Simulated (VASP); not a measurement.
A run of VASP 6.6.1:

INCAR

```
SYSTEM = LaTl3
PREC = Accurate
ENCUT = 520
EDIFF = 1E-8
ISMEAR = -1
SIGMA = 0.05
LREAL = .False.
LASPH = .True.
NELM = 100
ALGO = Normal
ISIF = 2
LWAVE = .False.
LCHARG = .False.
GGA = PS
LEFG = .True.
NBANDS = 33
```

KPOINTS

```
Automatic mesh
0
Gamma
  8 8 8
  0 0 0
```

File POSCAR:

```
LaTl3
1.0
    4.8621519789      0.0000000000      0.0000000000
    0.0000000000      4.8621519789      0.0000000000
    0.0000000000      0.0000000000      4.8621519789
La Tl
1 3
Direct
    0.0000000000      0.0000000000      0.0000000000
    0.0000000000      0.5000000000      0.5000000000
    0.5000000000      0.0000000000      0.5000000000
    0.5000000000      0.5000000000      0.0000000000
```

Potentials or basis: VASP PAW PBE potentials, release 64 (La, Tl_d).

Launch:

```console
$ cat potpaw_PBE.64/La/POTCAR potpaw_PBE.64/Tl_d/POTCAR > POTCAR
$ mpirun -np 1 vasp_std > vasp.out
```

Hardware: 1 thread of AMD EPYC 7R13 Processor (Zen 3) (shared host).

How long does it take, and how much memory?

Wall time 2.4 min on 1 thread of AMD EPYC 7R13 Processor (Zen 3) (shared host), peak memory 0.26 GiB. Counts: scf iterations 17, k points 35.
